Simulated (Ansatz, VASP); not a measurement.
# Two plane-wave programs on Si

```xyz
17
Lattice="0.0000 5.4300 5.4300 5.4300 0.0000 5.4300 5.4300 5.4300 0.0000" Properties=species:S:1:pos:R:3 pbc="T T T"
Si    0.2639   -0.2740    0.2679
Si    1.4118    1.4196    1.4152
Si    2.6720    2.7480   -0.0278
Si    3.9998    4.0084    1.4159
Si    2.8245    0.1803    2.8269
Si    4.3153    1.1070    4.3181
Si    5.2421    2.5979    2.8272
Si    6.7407    4.1128    4.0888
Si   -0.0310    2.7481    2.6757
Si    1.4120    4.0085    4.0043
Si    2.6725    5.4522    2.6768
Si    3.9814    6.8698    3.9849
Si    2.8244    2.5978    5.2450
Si    4.0854    4.1123    6.7430
Si    5.3318    5.5200    5.3350
Si    6.7407    6.7657    6.7429
Si    7.2010    9.0799    7.2048
```

Alike in both runs: functional PBE; k mesh 2 × 2 × 2; occupations fermi-dirac, width 0.05 eV; no spin polarisation.

Ansatz relaxed the structure, and its values are those at the end. VASP's run is a single point on that final structure, the one shown.

|  | VASP | Ansatz |
| --- | --- | --- |
| version | VASP 6.6.1 | Ansatz 0.2.0 |
| potentials or method | VASP PAW PBE potentials, release 64 (Si), cutoff 520 eV | scalar-relativistic, plane waves, PAW |
| valence electrons in the cell | 68 | 68 |

|  | VASP | Ansatz | Ansatz less VASP |
| --- | --- | --- | --- |
| rms of the force components (eV/Å) | 0.004 | 0.003 | -0.0008 |

With one functional, cell and mesh, what is left measures potentials, basis and numerics.

The k mesh is coarse, so the values compare programs but aren't converged.
